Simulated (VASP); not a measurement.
# HfN (P6_3/mmc) in VASP: a series of runs

Runs on HfN. Level: PBEsol. Tasks: relaxation of cell and atoms, single point.

All numbers are computed with VASP 6.6.1; they aren't measurements. Logs are shortened: lines on timing, memory, paths and dates and some standing lists are left out, and cuts for length are marked.

### Step 1. The cell of the first run

Symmetry: P6_3/mmc, No. 194, hexagonal system. The conventional cell has a = 3.134 Å, b = 3.134 Å, c = 5.417 Å, α = 90.00°, β = 90.00°, γ = 120.00°. Hf (site symmetry -6m2) has 6 N at 2.26 Å within 3.0 Å. N (site symmetry -3m) has 6 Hf at 2.26 Å and 2 N at 2.71 Å within 3.0 Å.

### Step 2. Relaxation of cell and atoms, PBEsol

INCAR

```
PREC = Accurate ; ENCUT = 600
EDIFF = 1E-6 ; ISMEAR = 0
SIGMA = 0.1 ; LREAL = F
LASPH = T ; NELM = 80
ALGO = Normal ; ISIF = 3
LWAVE = F ; LCHARG = F
GGA = PS ; IBRION = 2
NSW = 100 ; EDIFFG = -0.005
```

KPOINTS

```
regular mesh
0
Gamma
  18 18 8
```

POSCAR

```
HfN
1.0
    3.1339080219      0.0000000000      0.0000000000
   -1.5669540110      2.7140439601      0.0000000000
    0.0000000000      0.0000000000      5.4167677200
Hf N
2 2
Direct
    0.6666666700      0.3333333300      0.7500000000
    0.3333333300      0.6666666700      0.2500000000
    0.0000000000      0.0000000000      0.0000000000
    0.0000000000      0.0000000000      0.5000000000
```

Potentials or basis: VASP PAW PBE potentials, release 64 (Hf_pv, N).

Command:

```
> cat potpaw_PBE.64/Hf_pv/POTCAR potpaw_PBE.64/N/POTCAR > POTCAR
> mpirun -np 1 vasp_std > vasp.out
```

OUTCAR:

```text
PREC = Accurate
   ENCUT = 600
   EDIFF = 1E-6
   ISMEAR = 0
   LREAL = F
   LASPH = T
   NELM = 80
   ISIF = 3
   GGA = PS
   IBRION = 2
   NSW = 100
   EDIFFG = -0.005

 ion  position               nearest neighbor table
   1  0.667  0.333  0.750-   3 2.26   4 2.26   3 2.26   4 2.26   3 2.26   4 2.26   2 3.26   2 3.26
                             2 3.26   2 3.26   2 3.26   2 3.26
   2  0.333  0.667  0.250-   3 2.26   4 2.26   3 2.26   4 2.26   3 2.26   4 2.26   1 3.26   1 3.26
                             1 3.26   1 3.26   1 3.26   1 3.26
   3  0.000  0.000  0.000-   1 2.26   2 2.26   1 2.26   2 2.26   1 2.26   2 2.26
   4  0.000  0.000  0.500-   1 2.26   2 2.26   1 2.26   2 2.26   1 2.26   2 2.26

  LATTYP: Found a hexagonal cell.
 ALAT       =     3.1339080219
 C/A-ratio  =     1.7284386402

  Lattice vectors:

 A1 = (   3.1339080219,   0.0000000000,   0.0000000000)
 A2 = (  -1.5669540110,   2.7140439601,   0.0000000000)
 A3 = (   0.0000000000,   0.0000000000,   5.4167677200)

Analysis of symmetry for initial positions (statically):
=====================================================================
 Subroutine PRICEL returns:
 Original cell was already a primitive cell.

 Routine SETGRP: Setting up the symmetry group for a
 hexagonal supercell.

 Subroutine GETGRP returns: Found 24 space group operations
 (whereof 12 operations were pure point group operations)
 out of a pool of 24 trial point group operations.

The static configuration has the point symmetry D_3d.
 The point group associated with its full space group is D_6h.

Analysis of symmetry for dynamics (positions and initial velocities):
=====================================================================
 Subroutine PRICEL returns:
 Original cell was already a primitive cell.

 Routine SETGRP: Setting up the symmetry group for a
 hexagonal supercell.

 Subroutine GETGRP returns: Found 24 space group operations
 (whereof 12 operations were pure point group operations)
 out of a pool of 24 trial point group operations.

The dynamic configuration has the point symmetry D_3d.
 The point group associated with its full space group is D_6h.

 Subroutine INISYM returns: Found 24 space group operations
 (whereof 12 operations are pure point group operations),
 and found     1 'primitive' translations

[... 106 lines left out ...]
   POTIM  = 0.5000    time-step for ionic-motion
   TEBEG  =    0.0;   TEEND  =   0.0 temperature during run
   PSTRESS=    0.0 pullay stress
   NELECT =      30.0000    total number of electrons
   NUPDOWN=      -1.0000    fix difference up-down
   EMIN   =  10.00;   EMAX   =-10.00  energy-range for DOS
   EFERMI =   0.00;   METHOD = LEGACY
   ISMEAR =     0;   SIGMA  =   0.10  broadening in eV -4-tet -1-fermi 0-gaus
   EFERMI_NEDOS =   21; number of points for ismear=-14 and -15
   IALGO  =     38    algorithm
   IMIX   =      4    mixing-type and parameters
     AMIX     =   0.40;   BMIX     =  1.00
     AMIX_MAG =   1.60;   BMIX_MAG =  1.00
  volume/ion in A,a.u.               =      11.52        77.73
  Fermi-wavevector in a.u.,A,eV,Ry     =   1.418951  2.681429 27.394278  2.013423
  Thomas-Fermi vector in A             =   2.540023
   LORBIT       =      0    0 simple, 1 ext, 2 COOP (PROOUT), +10 PAW based schemes
   GGA     = PS    functional components
   LHFCALC =     F    Hartree Fock is set to
   AEXX    =    0.0000 exact exchange contribution
   IVDW    =     0    specifies the selected vdW correction
   LEPSILON=     F    determine dielectric tensor
   LRPA    =     F    only Hartree local field effects (RPA)
 conjugate gradient relaxation of ions
 non-spin polarized calculation
 Gauss-broadening in eV      SIGMA  =   0.10
  energy-cutoff  :      600.00
  volume of cell :       46.07
 maximum number of plane-waves:      1581
 NGX is ok and might be reduce to    28
   NGX = 13   NGY = 13   NGZ = 21

--------------------------------------- Ionic step        1  -------------------------------------------

 number of electron      29.9999998 magnetization

 Free energy of the ion-electron system (eV)
  ---------------------------------------------------
  ext. energy  EPLUGINS =         0.00000000
  ---------------------------------------------------
  free energy    TOTEN  =       -45.86957076 eV

  energy without entropy =      -45.86690381  energy(sigma->0) =      -45.86823729

------------------------ aborting loop because EDIFF is reached ----------------------------------------

  FORCE on cell =-STRESS in cart. coord.  units (eV):
  Direction    XX          YY          ZZ          XY          YZ          ZX
  --------------------------------------------------------------------------------------
  -------------------------------------------------------------------------------------
  Total       -1.2108590     -1.2108590     -1.5341179      0.0000000      0.0000000      0.0000000
  in kB      -42.1076330    -42.1076330    -53.3489632      0.0000000      0.0000000      0.0000000
  external PRESSURE =     -45.8547431 kB  Pullay stress =       0.0000000 kB
[... 177 lines left out ...]
--------------------------------------- Ionic step        6  -------------------------------------------

 number of electron      29.9999997 magnetization

 Free energy of the ion-electron system (eV)
  ---------------------------------------------------
  ext. energy  EPLUGINS =         0.00000000
  ---------------------------------------------------
  free energy    TOTEN  =       -45.88088239 eV

  energy without entropy =      -45.87821228  energy(sigma->0) =      -45.87954733

 E-fermi :   7.8950     XC(G=0): -12.9915

 val. band max:        7.8895609114   @ k =   0.2222   0.0000   0.5000
 cond. band min:       7.9066096437   @ k =   0.3889   0.1667   0.5000
 fundamental gap:      0.0170487323
 Fermi energy:         7.8950096636

 k-point     1 :       0.0000    0.0000    0.0000
  band No.  band energies     occupation
      1     -23.7290      2.00000
      2     -22.7957      2.00000
      3     -22.6962      2.00000
      4     -22.6962      2.00000
      5     -22.6304      2.00000
      6     -22.6304      2.00000
[... 505 lines left out ...]
      6     -22.8229      2.00000
[... 11 lines left out ...]
     18      11.6982      0.00000
     19      13.0542      0.00000

 [... further k-points ...]

------------------------ aborting loop because EDIFF is reached ----------------------------------------

  FORCE on cell =-STRESS in cart. coord.  units (eV):
  Direction    XX          YY          ZZ          XY          YZ          ZX
  --------------------------------------------------------------------------------------
  -------------------------------------------------------------------------------------
  Total        0.0152441      0.0152441      0.0152727     -0.0000000      0.0000000      0.0000000
  in kB        0.5390742      0.5390742      0.5400858     -0.0000000      0.0000000      0.0000000
  external PRESSURE =       0.5394114 kB  Pullay stress =       0.0000000 kB
[... 19 lines left out ...]
  FREE ENERGIE OF THE ION-ELECTRON SYSTEM (eV)
  ---------------------------------------------------
  free  energy   TOTEN  =       -45.8808823897 eV

  energy  without entropy=      -45.8782122776  energy(sigma->0) =      -45.87954733

 reached required accuracy - stopping structural energy minimisation
```

CONTCAR:

```text
HfN
   1.00000000000000
     3.1190433922466667    0.0000000000002743   -0.0000000000000000
    -1.5595216961728586    2.7011708132020757    0.0000000000000000
     0.0000000000000000    0.0000000000000000    5.3776077582437489
  Hf              N
     2     2
Direct
     0.6666666699999979    0.3333333300000021    0.7500000000000000
     0.3333333300000021    0.6666666699999979    0.2500000000000000
     1.0000000000000000    0.0000000000000000    0.0000000000000000
     1.0000000000000000    0.0000000000000000    0.5000000000000000

  0.00000000E+00  0.00000000E+00  0.00000000E+00
  0.00000000E+00  0.00000000E+00  0.00000000E+00
  0.00000000E+00  0.00000000E+00  0.00000000E+00
  0.00000000E+00  0.00000000E+00  0.00000000E+00
```

It took 6.2 min on 1 thread of AMD EPYC 9R45 (Zen 5), shared host; peak memory 0.29 GiB.

Results:

```yaml
Free_energy: -45.8809 eV
Relaxed_volume: 11.33 Å³/atom
Relaxed_cell: a = 3.119 Å, b = 3.119 Å, c = 5.378 Å, α = 90.00°, β = 90.00°, γ = 120.00°
Space_group_after_relaxing_to_0.1_Å: P6_3/mmc (No. 194)
Energy_gained_by_relaxing: 2.8 meV/atom
Ionic_steps: 6
Pressure_after_relaxing: 0.1 GPa
Band_gap_on_the_k_mesh: zero (bands 15 and 16 overlap by 2.38 eV)
```

Step by step:
| step | energy change (eV) | largest force (eV/Å) | pressure (GPa) | volume (Å³) |
| --- | --- | --- | --- | --- |
| 1 | 0.0000 | 0.0000 | -4.59 | 46.07 |
| 2 | 0.0301 | 0.0000 | 9.68 | 43.91 |
| 3 | -0.0113 | 0.0000 | -0.01 | 45.32 |
| 4 | -0.0113 | 0.0000 | 0.07 | 45.30 |
| 5 | -0.0113 | 0.0000 | 0.05 | 45.31 |
| 6 | -0.0113 | 0.0000 | 0.05 | 45.31 |

Final structure:
```yaml
crystal:
  lattice:
    - [3.11904, 0.00000, 0.00000]
    - [-1.55952, 2.70117, 0.00000]
    - [0.00000, 0.00000, 5.37761]
  atoms:
    - { symbol: Hf, position: [0.66667, 0.33333, 0.75000] }
    - { symbol: Hf, position: [0.33333, 0.66667, 0.25000] }
    - { symbol: N, position: [0.00000, 0.00000, 0.00000] }
    - { symbol: N, position: [0.00000, 0.00000, 0.50000] }
```

Levels at points of the mesh, in eV from the Fermi level:
```tsv
k point	band 13	band 14	band 15	band 16	band 17	band 18
(0.00, 0.00, 0.00)	-3.61	-1.67	-0.61	0.73	0.73	1.17
(0.50, 0.00, 0.00)	-3.25	-2.84	-2.38	2.55	2.82	4.53
(0.00, 0.00, 0.50)	-4.43	-4.43	1.93	1.93	2.99	2.99
(0.50, 0.00, 0.50)	-4.51	-4.51	-0.25	-0.25	4.84	4.84
```

Caveat: the PAW data sets were made with another functional, which shifts forces and pressure a little; spin-orbit coupling is left out, which moves the levels of the heavy elements.

### Step 3. Single point, PBEsol (biaxial strain in the a-b plane: -6.0 %, then relaxed in part)

INCAR

```
SYSTEM = HfN
PREC = Accurate
ENCUT = 520
EDIFF = 1E-6
ISMEAR = 0
SIGMA = 0.1
LREAL = .FALSE.
LASPH = .TRUE.
NELM = 60
ALGO = Normal
ISIF = 2
LWAVE = .FALSE.
LCHARG = .FALSE.
GGA = PS
NBANDS = 23
```

KPOINTS

```
regular mesh
0
G
  18 18 10
  0 0 0
```

POSCAR

```
HfN
1.0
    2.9400448661      0.0000000000      0.0000000000
   -1.4700224330      2.5461535423      0.0000000000
    0.0000000000      0.0000000000      5.5853104329
Hf N
2 2
Direct
    0.6666666667      0.3333333333      0.7500000000
    0.3333333333      0.6666666667      0.2500000000
    0.0000000000      0.0000000000      0.0000000000
    0.0000000000      0.0000000000      0.5000000000
```

Potentials or basis: VASP PAW PBE potentials, release 64 (Hf_pv, N).

Command:

```
> cat potpaw_PBE.64/Hf_pv/POTCAR potpaw_PBE.64/N/POTCAR > POTCAR
> mpirun -np 1 vasp_std > vasp.out
```

Wall time 62 s (1 thread of Intel Xeon 6975P-C (Granite Rapids), shared host); peak memory 0.3 GiB.

Results (log left out):

- Free energy: -45.2144 eV
- Pressure: 27.1 GPa
- Band gap on the k mesh: zero (bands 15 and 16 overlap by 2.30 eV)

Stress tensor (GPa, compression positive):
```
41.76  0.00  0.00
 0.00 41.76  0.00
 0.00  0.00 -2.30
```

Levels at points of the mesh, in eV from the Fermi level:
```tsv
k point	band 12	band 13	band 14	band 15	band 16	band 17	band 18	band 19
(0.00, 0.00, 0.00)	-3.14	-3.14	-2.19	-1.70	0.94	0.94	2.32	2.72
(0.50, 0.00, 0.00)	-5.28	-2.97	-2.93	-2.70	2.18	3.26	4.99	5.90
(0.00, 0.00, 0.50)	-3.88	-3.88	-3.88	1.54	1.54	3.04	3.04	3.04
(0.50, 0.00, 0.50)	-6.04	-4.17	-4.17	-0.13	-0.13	6.01	6.01	6.28
```

Caveat: the cell differs from its parent crystal (biaxial strain in the a-b plane: -6.0 %, then relaxed in part); the stress differs along the axes, from -2 to 42 GPa; the PAW data sets were made with another functional, which shifts forces and pressure a little; spin-orbit coupling is left out, which moves the levels of the heavy elements.

### Step 4. Single point, PBEsol (biaxial strain in the a-b plane: -6.0 %)

INCAR

```
PREC = Accurate
ENCUT = 520
EDIFF = 1E-6
ISMEAR = 0
SIGMA = 0.1
LREAL = F
LASPH = T
NELM = 60
ALGO = Normal
ISIF = 2
LWAVE = F
LCHARG = F
GGA = PS
NBANDS = 23
```

KPOINTS

```
Automatic mesh
0
Gamma
  18 18 10
```

Changes to POSCAR since step 3:

```diff
@@ -4,3 +4,3 @@
    -1.4700224330      2.5461535423      0.0000000000
-    0.0000000000      0.0000000000      5.5853104329
+    0.0000000000      0.0000000000      5.5850096223
 Hf N
```

Command:

```
> cat potpaw_PBE.64/Hf_pv/POTCAR potpaw_PBE.64/N/POTCAR > POTCAR
> mpirun -np 1 vasp_std > vasp.out
```

It took 61 s on 1 thread of Intel Xeon 6975P-C (Granite Rapids), shared host; peak memory 0.31 GiB.

It converged, with:

| Quantity | Value |
| --- | --- |
| Free energy | -45.2144 eV |
| Pressure | 27.1 GPa |
| Band gap on the k mesh | zero (bands 15 and 16 overlap by 2.30 eV) |

Stress tensor (GPa, compression positive):
```
41.77  0.00  0.00
 0.00 41.77  0.00
 0.00  0.00 -2.27
```

Levels at points of the mesh, in eV from the Fermi level:
| k point | band 11 | band 12 | band 13 | band 14 | band 15 | band 16 | band 17 | band 18 | band 19 | band 20 |
| --- | --- | --- | --- | --- | --- | --- | --- | --- | --- | --- |
| (0.00, 0.00, 0.00) | -4.23 | -3.14 | -3.14 | -2.19 | -1.70 | 0.94 | 0.94 | 2.32 | 2.72 | 3.03 |
| (0.50, 0.00, 0.00) | -5.66 | -5.28 | -2.97 | -2.93 | -2.70 | 2.18 | 3.26 | 4.99 | 5.90 | 6.40 |
| (0.00, 0.00, 0.50) | -3.88 | -3.88 | -3.88 | -3.88 | 1.54 | 1.54 | 3.04 | 3.04 | 3.04 | 3.04 |
| (0.50, 0.00, 0.50) | -6.04 | -6.04 | -4.17 | -4.17 | -0.13 | -0.13 | 6.01 | 6.01 | 6.28 | 6.28 |

Caveat: the cell differs from its parent crystal (biaxial strain in the a-b plane: -6.0 %); the stress differs along the axes, from -2 to 42 GPa; the PAW data sets were made with another functional, which shifts forces and pressure a little; spin-orbit coupling is left out, which moves the levels of the heavy elements.

The gap in the log of VASP goes by the Fermi energy; the results here count the filled bands.